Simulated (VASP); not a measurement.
A run of VASP 6.6.1 is set up as follows.

File INCAR:

```
SYSTEM = AgCl
PREC     = Accurate       ! precision mode
ENCUT    = 520            ! plane-wave cutoff, eV
EDIFF    = 1E-7           ! SCF threshold, eV
ISMEAR   = 0              ! smearing method
SIGMA    = 0.05           ! smearing width, eV
LREAL    = .False.        ! projectors in reciprocal space
LASPH    = .True.         ! aspherical terms in the spheres
NELM     = 100            ! most SCF steps
ALGO     = Normal         ! electronic algorithm
ISIF     = 2              ! what is computed and relaxed
LWAVE    = .False.        ! write WAVECAR
LCHARG   = .False.        ! write CHGCAR
NBANDS   = 16             ! bands
```

KPOINTS

```
Automatic mesh
0
Gamma
  10 10 10
  0 0 0
```

The input POSCAR:

```
AgCl
1.0
    0.0000000000      2.6417032077      2.6773114500
    2.6417032077      0.0000000000      2.6773114500
    2.6417032077      2.6417032077      0.0000000000
Ag Cl
1 1
Direct
    0.5185353529      0.4814646471      0.5185353529
   -0.0563998634      0.0563998634     -0.0563998634
```

Potentials or basis: VASP PAW LDA potentials, release 64 (Ag, Cl).

Run with:

```console
$ cat potpaw_LDA.64/Ag/POTCAR potpaw_LDA.64/Cl/POTCAR > POTCAR
$ mpirun -np 1 vasp_std > vasp.out
```

**Question.** Predict the largest force.

**Answer.** 1.902 eV/Å.

**Question.** Estimate the pressure.

**Answer.** 7.3 GPa.

**Question.** What does it give for the band gap on the k mesh?

**Answer.** 0.93 eV, indirect (least direct gap 1.96 eV).

Forces on the atoms (eV/Å):
```
Ag   0.000 -1.902  0.000
Cl   0.000  1.902  0.000
```

Caveat: forces of over 1 eV/Å act on the atoms, so gaps and moduli don't describe the material at rest. A k mesh can miss the band edges.
